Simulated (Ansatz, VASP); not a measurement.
**Two plane-wave programs on SnTe**

```
Te Sn
1.0
     0.00000    3.15085    3.15085
     3.15085    0.00000    3.15085
     3.15085    3.15085    0.00000
Te Sn
1 1
Direct
  0.50000 0.50000 0.50000
  0.00000 0.00000 0.00000
```

Alike in both runs: task single point; functional PBE; k mesh 7 × 7 × 7; occupations gaussian, width 0.027 eV; no spin polarisation.

|  | VASP | Ansatz |
| --- | --- | --- |
| version | VASP 6.6.1 | Ansatz 0.2.0 |
| potentials or method | VASP PAW PBE potentials, release 64 (Te, Sn_d) | Ansatz PAW |
| plane-wave cutoff (eV) | 500 | 420 |
| valence electrons in the cell | 20 | 30 |

|  | VASP | Ansatz | Ansatz less VASP |
| --- | --- | --- | --- |
| pressure (GPa) | 2.2 | 2.2 | +0.06 |

The functional is the same, so the differences come from potentials, cutoffs and numerics. VASP's potentials hold 20 valence electrons a cell and Ansatz's 30, so a difference there can come from the potentials and not from the codes.

Spin-orbit coupling is off throughout.
